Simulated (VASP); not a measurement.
# MgO (I4mm) in VASP: notebook, part 2 of 2

VASP 6.6.1. Earlier steps stand in the parts before.

## 4. Single point, LDA

The input, INCAR:

```
PREC     = Accurate       # precision mode
ENCUT    = 600            # plane-wave cutoff, eV
EDIFF    = 1E-6           # SCF threshold, eV
ISMEAR   = 0              # smearing method
SIGMA    = 0.05           # smearing width, eV
LREAL    = F              # projectors in reciprocal space
LASPH    = T              # aspherical terms in the spheres
NELM     = 120            # most SCF steps
ALGO     = Normal         # electronic algorithm
ISIF     = 2              # what is computed and relaxed
LWAVE    = F              # write WAVECAR
LCHARG   = T              # write CHGCAR
LELF     = T              # ELF
LVHAR    = T            
NBANDS   = 11             # bands
GGA_COMPAT= F
```

The input, KPOINTS:

```
Automatic mesh
0
Gamma
  6 6 6
```

The input, POSCAR:

```
MgO
1.0
    0.0000000000      2.1351500000      2.1351500000
    2.1351500000      0.0000000000      2.1351500000
    2.1351500000      2.1351500000      0.0000000000
Mg O
1 1
Direct
    0.0351263377      0.0351263377     -0.0351263377
    0.5000000000      0.5000000000      0.5000000000
```

The run is started by

```bash
$ cat potpaw_LDA.64/Mg/POTCAR potpaw_LDA.64/O/POTCAR > POTCAR
$ mpirun -np 1 vasp_std > vasp.out
```

It took 7.6 s on 1 thread of AMD EPYC 7R13 (Zen 3), shared host; peak memory 0.1 GiB.

It converged, with:

```yaml
Free_energy: -13.3263 eV
Pressure: -11.5 GPa
Largest_force: 0.726 eV/Å
Band_gap_on_the_k_mesh: 4.26 eV, direct
```

Forces in eV/Å, atoms in the order of the input:
```
Mg   0.000  0.000 -0.726
O    0.000  0.000  0.726
```

Stress tensor (GPa, compression positive):
```
-13.79   0.00   0.00
  0.00 -13.79   0.00
  0.00   0.00  -7.01
```

Levels at points of the mesh, in eV from the valence-band top:
| k point | band 1 | band 2 | band 3 | band 4 | band 5 | band 6 | band 7 | band 8 | band 9 |
| --- | --- | --- | --- | --- | --- | --- | --- | --- | --- |
| (0.00, 0.00, 0.00) | -16.78 | -0.03 | 0.00 | 0.00 | 4.26 | 15.36 | 15.40 | 15.40 | 19.19 |
| (0.50, 0.00, 0.00) | -15.54 | -4.50 | -0.61 | -0.60 | 7.50 | 11.86 | 15.58 | 15.67 | 19.91 |
| (0.50, 0.50, 0.00) | -15.29 | -3.94 | -1.30 | -1.30 | 8.87 | 9.14 | 12.50 | 18.06 | 18.06 |
| (0.00, 0.50, 0.50) | -15.28 | -3.97 | -1.32 | -1.31 | 8.93 | 9.18 | 12.49 | 18.00 | 18.19 |

Caveat: the k points lie up to 0.42 Å⁻¹ apart; the cell differs from its parent crystal (all Mg atoms moved -0.150 Å, as atom 1 towards its neighbour atom 2 (O) at 2.135 Å).

## 5. Single point, LDA

The input, INCAR:

```
ALGO = Normal
EDIFF = 1E-6
ENCUT = 600
GGA_COMPAT = F
ISIF = 2
ISMEAR = 0
LASPH = T
LCHARG = F
LREAL = F
LWAVE = F
NBANDS = 11
NELM = 120
PREC = Accurate
SIGMA = 0.05
```

The input, KPOINTS:

```
k-points
0
Gamma
  6 6 6
```

Edit POSCAR of step 4 so:

```diff
@@ -8,3 +8,3 @@
 Direct
-    0.0351263377      0.0351263377     -0.0351263377
+   -0.0614710910     -0.0614710910      0.0614710910
     0.5000000000      0.5000000000      0.5000000000
```

Potentials or basis: VASP PAW LDA potentials, release 64 (Mg, O).

The run is started by

```bash
$ cat potpaw_LDA.64/Mg/POTCAR potpaw_LDA.64/O/POTCAR > POTCAR
$ mpirun -np 1 vasp_std > vasp.out
```

OUTCAR:

```text
EDIFF = 1E-6
   ENCUT = 600
   ISIF = 2
   ISMEAR = 0
   LASPH = T
   LREAL = F
   NELM = 120
   PREC = Accurate

 ion  position               nearest neighbor table
   1  0.939  0.939  0.061-   2 1.87   2 2.15   2 2.15   2 2.15   2 2.15   2 2.40
   2  0.500  0.500  0.500-   1 1.87   1 2.15   1 2.15   1 2.15   1 2.15   1 2.40

  LATTYP: Found a face centered cubic cell.
 ALAT       =     4.2703000000

  Lattice vectors:

 A1 = (   0.0000000000,   2.1351500000,   2.1351500000)
 A2 = (   2.1351500000,   0.0000000000,   2.1351500000)
 A3 = (   2.1351500000,   2.1351500000,   0.0000000000)

Analysis of symmetry for initial positions (statically):
=====================================================================
 Subroutine PRICEL returns:
 Original cell was already a primitive cell.

 Routine SETGRP: Setting up the symmetry group for a
 face centered cubic supercell.

 Subroutine GETGRP returns: Found  8 space group operations
 (whereof  8 operations were pure point group operations)
 out of a pool of 48 trial point group operations.

The static configuration has the point symmetry C_4v.

Analysis of symmetry for dynamics (positions and initial velocities):
=====================================================================
 Subroutine PRICEL returns:
 Original cell was already a primitive cell.

 Routine SETGRP: Setting up the symmetry group for a
 face centered cubic supercell.

 Subroutine GETGRP returns: Found  8 space group operations
 (whereof  8 operations were pure point group operations)
 out of a pool of 48 trial point group operations.

The dynamic configuration has the point symmetry C_4v.

 Subroutine INISYM returns: Found  8 space group operations
 (whereof  8 operations are pure point group operations),
 and found     1 'primitive' translations

----------------------------------------------------------------------------------------

                                     Primitive cell

[... 112 lines left out ...]
  Fermi-wavevector in a.u.,A,eV,Ry     =   1.217119  2.300022 20.155386  1.481379
  Thomas-Fermi vector in A             =   2.352450
   LORBIT       =      0    0 simple, 1 ext, 2 COOP (PROOUT), +10 PAW based schemes
   GGA     = CA    functional components
   LHFCALC =     F    Hartree Fock is set to
   AEXX    =    0.0000 exact exchange contribution
   IVDW    =     0    specifies the selected vdW correction
   LEPSILON=     F    determine dielectric tensor
   LRPA    =     F    only Hartree local field effects (RPA)
 non-spin polarized calculation
 Gauss-broadening in eV      SIGMA  =   0.05
  energy-cutoff  :      600.00
  volume of cell :       19.47
 maximum number of plane-waves:       656
   NGX = 13   NGY = 13   NGZ = 13

 number of electron       8.0000002 magnetization

 Free energy of the ion-electron system (eV)
  ---------------------------------------------------
  ext. energy  EPLUGINS =         0.00000000
  ---------------------------------------------------
  free energy    TOTEN  =       -13.19431870 eV

  energy without entropy =      -13.19431870  energy(sigma->0) =      -13.19431870

 E-fermi :   2.7519     XC(G=0): -11.3694

 val. band max:        2.5128007662   @ k =   0.0000   0.0000   0.0000
 cond. band min:       6.7664269551   @ k =   0.0000   0.0000   0.0000
 fundamental gap:      4.2536261890
 Fermi energy:         2.7519091076

 k-point     1 :       0.0000    0.0000    0.0000
  band No.  band energies     occupation
      1     -14.2499      2.00000
      2       2.4295      2.00000
      3       2.5128      2.00000
      4       2.5128      2.00000
      5       6.7664      0.00000
      6      17.9864      0.00000
      7      18.1182      0.00000
      8      18.1182      0.00000
      9      21.6373      0.00000
     10      23.4264      0.00000
     11      23.5519      0.00000
[... 309 lines left out ...]
 k-point    24 :       0.1667    0.5000    0.3333
  band No.  band energies     occupation
      1     -13.0099      2.00000
      2      -0.9052      2.00000
      3       0.7248      2.00000
      4       1.5525      2.00000
      5      11.8785      0.00000
      6      13.3566      0.00000
      7      14.9972      0.00000
      8      19.6006      0.00000
      9      21.2335      0.00000
     10      24.8123      0.00000
     11      29.2252      0.00000

 [... further k-points ...]
[... 5 lines left out ...]
  --------------------------------------------------------------------------------------
  -------------------------------------------------------------------------------------
  Total       -1.7488636     -1.7488636      0.9240786      0.0000000      0.0000000      0.0000000
  in kB     -143.9300128   -143.9300128     76.0508936      0.0000000      0.0000000      0.0000000
  external PRESSURE =     -70.6030440 kB  Pullay stress =       0.0000000 kB

 VOLUME and BASIS-vectors are now :
 -----------------------------------------------------------------------------
  energy-cutoff  :      600.00
  volume of cell :       19.47
      direct lattice vectors                 reciprocal lattice vectors
     0.000000000  2.135150000  2.135150000    -0.234175585  0.234175585  0.234175585
     2.135150000  0.000000000  2.135150000     0.234175585 -0.234175585  0.234175585
     2.135150000  2.135150000  0.000000000     0.234175585  0.234175585 -0.234175585

 POSITION                                       TOTAL-FORCE (eV/Angst)
 -----------------------------------------------------------------------------------
      2.13515      2.13515      4.00780         0.000000      0.000000      1.723370
      2.13515      2.13515      2.13515         0.000000      0.000000     -1.723370
 -----------------------------------------------------------------------------------
    total drift:                               -0.000000     -0.000000     -0.000932

  FREE ENERGIE OF THE ION-ELECTRON SYSTEM (eV)
  ---------------------------------------------------
  free  energy   TOTEN  =       -13.1943186950 eV

  energy  without entropy=      -13.1943186950  energy(sigma->0) =      -13.19431870
```

It took 8.3 s on 1 thread of AMD EPYC 7R13 (Zen 3), shared host; peak memory 0.1 GiB.

Results:

```yaml
Free_energy: -13.1943 eV
Pressure: -7.1 GPa
Largest_force: 1.723 eV/Å
Band_gap_on_the_k_mesh: 4.25 eV, direct
```

Forces in eV/Å, atoms in the order of the input:
```
Mg   0.000  0.000  1.723
O    0.000  0.000 -1.723
```

Stress tensor (GPa, compression positive):
```
-14.39   0.00   0.00
  0.00 -14.39   0.00
  0.00   0.00   7.61
```

Levels at points of the mesh, in eV from the valence-band top:
| k point | band 1 | band 2 | band 3 | band 4 | band 5 | band 6 | band 7 | band 8 | band 9 |
| --- | --- | --- | --- | --- | --- | --- | --- | --- | --- |
| (0.00, 0.00, 0.00) | -16.76 | -0.08 | 0.00 | 0.00 | 4.25 | 15.47 | 15.61 | 15.61 | 19.12 |
| (0.50, 0.00, 0.00) | -15.54 | -4.46 | -0.60 | -0.57 | 7.53 | 11.72 | 15.58 | 15.81 | 19.81 |
| (0.50, 0.50, 0.00) | -15.29 | -3.86 | -1.27 | -1.27 | 8.91 | 8.93 | 12.54 | 18.13 | 18.13 |
| (0.00, 0.50, 0.50) | -15.27 | -3.93 | -1.33 | -1.28 | 9.02 | 9.08 | 12.54 | 17.97 | 18.47 |

Caveat: the k points lie up to 0.42 Å⁻¹ apart; the cell differs from its parent crystal (all Mg atoms moved +0.263 Å, as atom 1 towards its neighbour atom 2 (O) at 2.135 Å); forces of over 1 eV/Å act on the atoms, so gaps and moduli don't describe the material at rest.

## 6. Single point, LDA

The input, INCAR:

```
SYSTEM = MgO
ALGO = Normal
EDIFF = 1E-6
ENCUT = 600
GGA_COMPAT = .False.
ISIF = 2
ISMEAR = 0
LASPH = .True.
LCHARG = .False.
LREAL = .False.
LWAVE = .False.
NBANDS = 11
NELM = 120
PREC = Accurate
SIGMA = 0.05
```

The input, KPOINTS:

```
k-points
0
Gamma
  6 6 6
  0 0 0
```

Edit POSCAR of step 5 so:

```diff
@@ -8,3 +8,3 @@
 Direct
-   -0.0614710910     -0.0614710910      0.0614710910
+   -0.0439079222     -0.0439079222      0.0439079222
     0.5000000000      0.5000000000      0.5000000000
```

Potentials or basis: VASP PAW LDA potentials, release 64 (Mg, O).

The run is started by

```bash
$ cat potpaw_LDA.64/Mg/POTCAR potpaw_LDA.64/O/POTCAR > POTCAR
$ mpirun -np 1 vasp_std > vasp.out
```

It took 10 s on 1 thread of AMD EPYC 7R13 (Zen 3), shared host; peak memory 0.1 GiB.

It converged, with:

| Item | Value |
| --- | --- |
| Free energy | -13.2943 eV |
| Pressure | -10.4 GPa |
| Largest force | 0.992 eV/Å |
| Band gap on the k mesh | 4.26 eV, direct |

Forces in eV/Å, atoms in the order of the input:
```
Mg   0.000  0.000  0.992
O    0.000  0.000 -0.992
```

Stress tensor (GPa, compression positive):
```
-13.97   0.00   0.00
  0.00 -13.97   0.00
  0.00   0.00  -3.21
```

Levels at points of the mesh, in eV from the valence-band top:
| k point | band 2 | band 3 | band 4 | band 5 | band 6 | band 7 |
| --- | --- | --- | --- | --- | --- | --- |
| (0.00, 0.00, 0.00) | -0.05 | 0.00 | 0.00 | 4.26 | 15.39 | 15.46 |
| (0.50, 0.00, 0.00) | -4.49 | -0.61 | -0.59 | 7.51 | 11.81 | 15.58 |
| (0.50, 0.50, 0.00) | -3.92 | -1.29 | -1.29 | 8.88 | 9.08 | 12.52 |
| (0.00, 0.50, 0.50) | -3.96 | -1.32 | -1.30 | 8.97 | 9.13 | 12.51 |

Caveat: the k points lie up to 0.42 Å⁻¹ apart; the cell differs from its parent crystal (all Mg atoms moved +0.188 Å, as atom 1 towards its neighbour atom 2 (O) at 2.135 Å).
